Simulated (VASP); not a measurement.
Si, 2 atoms in the cell. It takes space group Fd-3m (No. 227, cubic). Conventional cell: a = 5.470 Å, b = 5.470 Å, c = 5.470 Å, α = 90.00°, β = 90.00°, γ = 90.00°. Si (site symmetry -43m) has 4 Si at 2.37 Å within 3.1 Å. 

```yaml
Program: VASP 6.6.1
Task: single point
Functional: PBE
Potentials_or_basis: VASP PAW PBE potentials, release 64 (Si)
Cutoff: 520 eV
k_mesh: 7 × 7 × 7
Occupations: gaussian, width 0.02 eV
Spin: no spin polarisation
Dipole_correction: no
Further_INCAR_settings: ALGO = Normal; EDIFF = 1e-07; NBANDS = 11
```

Potentials or basis: VASP PAW PBE potentials, release 64 (Si).

Run with:

```sh
$ cat potpaw_PBE.64/Si/POTCAR > POTCAR
$ mpirun -np 1 vasp_std > vasp.out
```

Hardware: 1 thread of Intel(R) Xeon(R) Platinum 8259CL CPU @ 2.50GHz (Skylake/Cascade Lake) (shared host).

How long does it take, and how much memory?

Wall time 13 s on 1 thread of Intel(R) Xeon(R) Platinum 8259CL CPU @ 2.50GHz (Skylake/Cascade Lake), on a shared host, peak memory 0.15 GiB. Counts: scf iterations 13, k points 20.
